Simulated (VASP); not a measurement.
# Ag (P6_3/mmc) in VASP: a series of runs

The runs below take Ag through single point, with LDA, PBEsol.

All numbers are computed with VASP 6.6.1; they aren't measurements. Logs are shortened: lines on timing, memory, paths and dates and some standing lists are left out, and cuts for length are marked.

### 1 The cell of the first run

The structure is hexagonal, space group P6_3/mmc (No. 194). Conventional cell: a = 2.930 Å, b = 2.930 Å, c = 4.790 Å, α = 90.00°, β = 90.00°, γ = 120.00°. Within 3.9 Å of Ag (site symmetry -6m2) lie 12 Ag at 2.93 Å.

This isn't the form of Ag at room conditions, which is fcc.

### 2 Single point, LDA

Input file POSCAR:

```
Ag
1.0
    2.9300000000      0.0000000000      0.0000000000
   -1.4650000000      2.5374544331      0.0000000000
    0.0000000000      0.0000000000      4.7900000000
Ag
2
Direct
    0.6666666667      0.3333333333      0.7500000000
    0.3333333333      0.6666666667      0.2500000000
```

Input file INCAR.step1:

```
SYSTEM = Ag
ALGO = Normal
EDIFF = 1E-6
ENCUT = 520
ISIF = 2
ISMEAR = -1
LASPH = .True.
LCHARG = .True.
LMAXMIX = 4
LREAL = .False.
LWAVE = .False.
NBANDS = 18
NELM = 60
PREC = Accurate
SIGMA = 0.05
```

Input file KPOINTS.step1:

```
k-points
0
Gamma
  6 6 3
  0 0 0
```

Input file INCAR.step2:

```
SYSTEM = Ag
ALGO = Normal
EDIFF = 1E-6
ENCUT = 520
ICHARG = 11
ISIF = 2
ISMEAR = -5
LASPH = .True.
LCHARG = .False.
LMAXMIX = 4
LORBIT = 11
LREAL = .False.
LWAVE = .False.
NEDOS = 1001
NELM = 60
PREC = Accurate
SIGMA = 0.05
```

Input file KPOINTS.step2:

```
k-points
0
Gamma
  9 9 5
  0 0 0
```

Potentials or basis: VASP PAW LDA potentials, release 64 (Ag).

The run is started by

```console
cat potpaw_LDA.64/Ag/POTCAR > POTCAR
cp INCAR.step1 INCAR
cp KPOINTS.step1 KPOINTS
mpirun -np 1 vasp_std > vasp.out
cp INCAR.step2 INCAR
cp KPOINTS.step2 KPOINTS
mpirun -np 1 vasp_std > vasp.out
```

OUTCAR:

```text
SYSTEM = Ag
   EDIFF = 1E-6
   ENCUT = 520
   ICHARG = 11
   ISIF = 2
   ISMEAR = -5
   LASPH = .True.
   LORBIT = 11
   LREAL = .False.
   NELM = 60
   PREC = Accurate

 ion  position               nearest neighbor table
   1  0.667  0.333  0.750-   2 2.93   2 2.93   2 2.93   2 2.93   2 2.93   2 2.93
   2  0.333  0.667  0.250-   1 2.93   1 2.93   1 2.93   1 2.93   1 2.93   1 2.93

  LATTYP: Found a hexagonal cell.
 ALAT       =     2.9300000000
 C/A-ratio  =     1.6348122867

  Lattice vectors:

 A1 = (   2.9300000000,   0.0000000000,   0.0000000000)
 A2 = (  -1.4650000000,   2.5374544331,   0.0000000000)
 A3 = (   0.0000000000,   0.0000000000,   4.7900000000)

Analysis of symmetry for initial positions (statically):
=====================================================================
 Subroutine PRICEL returns:
 Original cell was already a primitive cell.

 Routine SETGRP: Setting up the symmetry group for a
 hexagonal supercell.

 Subroutine GETGRP returns: Found 24 space group operations
 (whereof 12 operations were pure point group operations)
 out of a pool of 24 trial point group operations.

The static configuration has the point symmetry D_3d.
 The point group associated with its full space group is D_6h.

Analysis of symmetry for dynamics (positions and initial velocities):
=====================================================================
 Subroutine PRICEL returns:
 Original cell was already a primitive cell.

 Routine SETGRP: Setting up the symmetry group for a
 hexagonal supercell.

 Subroutine GETGRP returns: Found 24 space group operations
 (whereof 12 operations were pure point group operations)
 out of a pool of 24 trial point group operations.

The dynamic configuration has the point symmetry D_3d.
 The point group associated with its full space group is D_6h.

 Subroutine INISYM returns: Found 24 space group operations
 (whereof 12 operations are pure point group operations),
 and found     1 'primitive' translations

----------------------------------------------------------------------------------------

                                     Primitive cell

  volume of cell :      35.6124

  direct lattice vectors                    reciprocal lattice vectors
     2.930000000  0.000000000  0.000000000     0.341296928  0.197047873  0.000000000
    -1.465000000  2.537454433  0.000000000     0.000000000  0.394095747  0.000000000
     0.000000000  0.000000000  4.790000000     0.000000000  0.000000000  0.208768267

  length of vectors
     2.930000000  2.930000000  4.790000000     0.394095747  0.394095747  0.208768267

  position of ions in fractional coordinates (direct lattice)
     0.666666667  0.333333333  0.750000000
     0.333333333  0.666666667  0.250000000
[... 101 lines left out ...]
  Fermi-wavevector in a.u.,A,eV,Ry     =   1.394275  2.634799 26.449782  1.944004
  Thomas-Fermi vector in A             =   2.517840
   LORBIT       =     11    0 simple, 1 ext, 2 COOP (PROOUT), +10 PAW based schemes
   GGA     = CA    functional components
   LHFCALC =     F    Hartree Fock is set to
   AEXX    =    0.0000 exact exchange contribution
   IVDW    =     0    specifies the selected vdW correction
   LEPSILON=     F    determine dielectric tensor
   LRPA    =     F    only Hartree local field effects (RPA)
 non-spin polarized calculation
 Fermi weights with tetrahedron method with Bloechl corrections
  energy-cutoff  :      520.00
  volume of cell :       35.61
 maximum number of plane-waves:       989
 NGX is ok and might be reduce to    24

 number of electron      22.0000005 magnetization

 Free energy of the ion-electron system (eV)
  ---------------------------------------------------
  ext. energy  EPLUGINS =         0.00000000
  ---------------------------------------------------
  free energy    TOTEN  =        -7.43366316 eV

  energy without entropy =       -7.43366316  energy(sigma->0) =       -7.43366316

 E-fermi :   7.5964     XC(G=0): -12.3271

 val. band max:        7.4792438402   @ k =   0.1111   0.1111   0.2000
 cond. band min:       7.8371233086   @ k =   0.2222   0.0000   0.2000
 fundamental gap:      0.3578794684
 Fermi energy:         7.5964154685

 k-point     1 :       0.0000    0.0000    0.0000
  band No.  band energies     occupation
      1       0.0377      2.00000
      2       1.4275      2.00000
      3       2.9374      2.00000
      4       3.0314      2.00000
      5       3.0314      2.00000
      6       3.2534      2.00000
      7       3.2534      2.00000
      8       3.5907      2.00000
      9       3.5907      2.00000
     10       4.5442      2.00000
     11       4.5442      2.00000
     12       7.2312      1.80745
     13      10.8668      0.00000
     14      23.1158      0.00000
[... 401 lines left out ...]
      2       2.3171      2.00000
      3       2.3171      2.00000
      4       2.7728      2.00000
      5       3.0291      2.00000
      6       3.0291      2.00000
      7       3.6409      2.00000
      8       4.2492      2.00000
      9       4.4729      2.00000
     10       4.4729      2.00000
     11      10.7374      0.00000
     12      10.7374      0.00000
     13      11.1085      0.00000
     14      15.1350      0.00000
     15      15.1350      0.00000

 [... further k-points ...]

------------------------ aborting loop because EDIFF is reached ----------------------------------------

  FORCE on cell =-STRESS in cart. coord.  units (eV):
  Direction    XX          YY          ZZ          XY          YZ          ZX
  --------------------------------------------------------------------------------------
  -------------------------------------------------------------------------------------
  Total       -3.0300849     -3.0300849     -2.8469491      0.0000000      0.0000000      0.0000000
  in kB     -136.3213861   -136.3213861   -128.0822376      0.0000000      0.0000000      0.0000000
  external PRESSURE =    -133.5750033 kB  Pullay stress =       0.0000000 kB

 VOLUME and BASIS-vectors are now :
 -----------------------------------------------------------------------------
  energy-cutoff  :      520.00
  volume of cell :       35.61
      direct lattice vectors                 reciprocal lattice vectors
     2.930000000  0.000000000  0.000000000     0.341296928  0.197047873  0.000000000
    -1.465000000  2.537454433  0.000000000     0.000000000  0.394095747  0.000000000
     0.000000000  0.000000000  4.790000000     0.000000000  0.000000000  0.208768267

 POSITION                                       TOTAL-FORCE (eV/Angst)
 -----------------------------------------------------------------------------------
      1.46500      0.84582      3.59250        -0.000000      0.000000      0.000000
     -0.00000      1.69164      1.19750         0.000000     -0.000000      0.000000
 -----------------------------------------------------------------------------------
    total drift:                               -0.000000      0.000000     -0.000000

  FREE ENERGIE OF THE ION-ELECTRON SYSTEM (eV)
  ---------------------------------------------------
  free  energy   TOTEN  =        -7.4336631601 eV

  energy  without entropy=       -7.4336631601  energy(sigma->0) =       -7.43366316

 total charge

# of ion       s       p       d       tot
------------------------------------------
    1        0.411   0.277   9.141   9.829
    2        0.411   0.277   9.141   9.829
--------------------------------------------------
tot          0.822   0.554  18.281  19.657
```

Wall time 21 s (1 thread of Intel Xeon 8259CL, shared host); peak memory 0.14 GiB.

Results:

| Property | Result |
| --- | --- |
| Valence electrons inside the program's atomic spheres | Ag 9.83 |

Caveat: the k points lie up to 0.44 Å⁻¹ apart; tetrahedron occupations give inexact forces and stress in metals.

### 3 Single point, PBEsol

POSCAR is that of step 2.

Input file INCAR.step1:

```
ALGO     = Normal         # electronic algorithm
EDIFF    = 1E-7           # SCF threshold, eV
ENCUT    = 520            # plane-wave cutoff, eV
GGA      = PS             # functional
ISIF     = 2              # what is computed and relaxed
ISMEAR   = -1             # smearing method
LASPH    = T              # aspherical terms in the spheres
LCHARG   = T              # write CHGCAR
LMAXMIX  = 4              # l up to which the mixer works
LREAL    = F              # projectors in reciprocal space
LWAVE    = F              # write WAVECAR
NBANDS   = 18             # bands
NELM     = 100            # most SCF steps
PREC     = Accurate       # precision mode
SIGMA    = 0.05           # smearing width, eV
```

Input file KPOINTS.step1:

```
k-points
0
Gamma
  6 6 3
```

Input file INCAR.step2:

```
ALGO     = Normal         # electronic algorithm
EDIFF    = 1E-7           # SCF threshold, eV
ENCUT    = 520            # plane-wave cutoff, eV
GGA      = PS             # functional
ICHARG   = 11             # starting density
ISIF     = 2              # what is computed and relaxed
ISMEAR   = -5             # smearing method
LASPH    = T              # aspherical terms in the spheres
LCHARG   = F              # write CHGCAR
LMAXMIX  = 4              # l up to which the mixer works
LORBIT   = 11             # projections on sites
LREAL    = F              # projectors in reciprocal space
LWAVE    = F              # write WAVECAR
NEDOS    = 1001           # points of the DOS
NELM     = 100            # most SCF steps
PREC     = Accurate       # precision mode
SIGMA    = 0.05           # smearing width, eV
```

Input file KPOINTS.step2:

```
k-points
0
Gamma
  9 9 5
```

Potentials or basis: VASP PAW PBE potentials, release 64 (Ag).

The run is started by

```console
cat potpaw_PBE.64/Ag/POTCAR > POTCAR
cp INCAR.step1 INCAR
cp KPOINTS.step1 KPOINTS
mpirun -np 1 vasp_std > vasp.out
cp INCAR.step2 INCAR
cp KPOINTS.step2 KPOINTS
mpirun -np 1 vasp_std > vasp.out
```

OUTCAR:

```text
EDIFF = 1E-7
   ENCUT = 520
   GGA = PS
   ICHARG = 11
   ISIF = 2
   ISMEAR = -5
   LASPH = T
   LORBIT = 11
   LREAL = F
   NELM = 100
   PREC = Accurate

 ion  position               nearest neighbor table
   1  0.667  0.333  0.750-   2 2.93   2 2.93   2 2.93   2 2.93   2 2.93   2 2.93
   2  0.333  0.667  0.250-   1 2.93   1 2.93   1 2.93   1 2.93   1 2.93   1 2.93

  LATTYP: Found a hexagonal cell.
 ALAT       =     2.9300000000
 C/A-ratio  =     1.6348122867

  Lattice vectors:

 A1 = (   2.9300000000,   0.0000000000,   0.0000000000)
 A2 = (  -1.4650000000,   2.5374544331,   0.0000000000)
 A3 = (   0.0000000000,   0.0000000000,   4.7900000000)

Analysis of symmetry for initial positions (statically):
=====================================================================
 Subroutine PRICEL returns:
 Original cell was already a primitive cell.

 Routine SETGRP: Setting up the symmetry group for a
 hexagonal supercell.

 Subroutine GETGRP returns: Found 24 space group operations
 (whereof 12 operations were pure point group operations)
 out of a pool of 24 trial point group operations.

The static configuration has the point symmetry D_3d.
 The point group associated with its full space group is D_6h.

Analysis of symmetry for dynamics (positions and initial velocities):
=====================================================================
 Subroutine PRICEL returns:
 Original cell was already a primitive cell.

 Routine SETGRP: Setting up the symmetry group for a
 hexagonal supercell.

 Subroutine GETGRP returns: Found 24 space group operations
 (whereof 12 operations were pure point group operations)
 out of a pool of 24 trial point group operations.

The dynamic configuration has the point symmetry D_3d.
 The point group associated with its full space group is D_6h.

 Subroutine INISYM returns: Found 24 space group operations
 (whereof 12 operations are pure point group operations),
 and found     1 'primitive' translations

[... 138 lines left out ...]
  ext. energy  EPLUGINS =         0.00000000
  ---------------------------------------------------
  free energy    TOTEN  =        -6.56834854 eV

  energy without entropy =       -6.56834854  energy(sigma->0) =       -6.56834854

 E-fermi :   7.6809     XC(G=0): -12.1516

 val. band max:        7.5647025566   @ k =   0.1111   0.1111   0.2000
 cond. band min:       7.9239068882   @ k =   0.2222   0.0000   0.2000
 fundamental gap:      0.3592043316
 Fermi energy:         7.6809192157

 k-point     1 :       0.0000    0.0000    0.0000
  band No.  band energies     occupation
      1       0.1301      2.00000
      2       1.5262      2.00000
      3       3.0334      2.00000
      4       3.1255      2.00000
      5       3.1255      2.00000
      6       3.3470      2.00000
      7       3.3470      2.00000
      8       3.6818      2.00000
      9       3.6818      2.00000
     10       4.6278      2.00000
     11       4.6278      2.00000
     12       7.3000      1.82789
     13      10.9790      0.00000
     14      23.1409      0.00000
[... 401 lines left out ...]
      2       2.4104      2.00000
      3       2.4104      2.00000
      4       2.8587      2.00000
      5       3.1188      2.00000
      6       3.1188      2.00000
      7       3.7312      2.00000
      8       4.3347      2.00000
      9       4.5583      2.00000
     10       4.5583      2.00000
     11      10.8453      0.00000
     12      10.8454      0.00000
     13      11.1699      0.00000
     14      15.2515      0.00000
     15      15.2516      0.00000

 [... further k-points ...]

------------------------ aborting loop because EDIFF is reached ----------------------------------------

  FORCE on cell =-STRESS in cart. coord.  units (eV):
  Direction    XX          YY          ZZ          XY          YZ          ZX
  --------------------------------------------------------------------------------------
  -------------------------------------------------------------------------------------
  Total       -2.1231147     -2.1231147     -1.9490009     -0.0000000     -0.0000000      0.0000000
  in kB      -95.5174333    -95.5174333    -87.6841785     -0.0000000     -0.0000000      0.0000000
  external PRESSURE =     -92.9063484 kB  Pullay stress =       0.0000000 kB

 VOLUME and BASIS-vectors are now :
 -----------------------------------------------------------------------------
  energy-cutoff  :      520.00
  volume of cell :       35.61
      direct lattice vectors                 reciprocal lattice vectors
     2.930000000  0.000000000  0.000000000     0.341296928  0.197047873  0.000000000
    -1.465000000  2.537454433  0.000000000     0.000000000  0.394095747  0.000000000
     0.000000000  0.000000000  4.790000000     0.000000000  0.000000000  0.208768267

 POSITION                                       TOTAL-FORCE (eV/Angst)
 -----------------------------------------------------------------------------------
      1.46500      0.84582      3.59250         0.000000     -0.000000      0.000000
     -0.00000      1.69164      1.19750        -0.000000      0.000000      0.000000
 -----------------------------------------------------------------------------------
    total drift:                               -0.000000      0.000000     -0.000000

  FREE ENERGIE OF THE ION-ELECTRON SYSTEM (eV)
  ---------------------------------------------------
  free  energy   TOTEN  =        -6.5683485428 eV

  energy  without entropy=       -6.5683485428  energy(sigma->0) =       -6.56834854

 total charge

# of ion       s       p       d       tot
------------------------------------------
    1        0.403   0.276   9.143   9.822
    2        0.403   0.276   9.143   9.822
--------------------------------------------------
tot          0.806   0.551  18.286  19.643
```

OUTCAR.step1:

```text
EDIFF = 1E-7
   ENCUT = 520
   GGA = PS
   ISIF = 2
   ISMEAR = -1
[... 505 lines left out ...]
 -----------------------------------------------------------------------------------
      1.46500      0.84582      3.59250         0.000000     -0.000000      0.000000
     -0.00000      1.69164      1.19750        -0.000000      0.000000      0.000000
 -----------------------------------------------------------------------------------
    total drift:                               -0.000000      0.000000     -0.000000

  FREE ENERGIE OF THE ION-ELECTRON SYSTEM (eV)
  ---------------------------------------------------
  free  energy   TOTEN  =        -6.4050601511 eV

  energy  without entropy=       -6.3868706655  energy(sigma->0) =       -6.39596541
```

Wall time 27 s (1 thread of Intel Xeon 8259CL, shared host); peak memory 0.15 GiB.

What came out:

```yaml
Valence_electrons_inside_the_program's_atomic_spheres: Ag 9.82
```

Caveat: the k points lie up to 0.44 Å⁻¹ apart; the PAW data sets were made with another functional, which shifts forces and pressure a little; tetrahedron occupations give inexact forces and stress in metals.
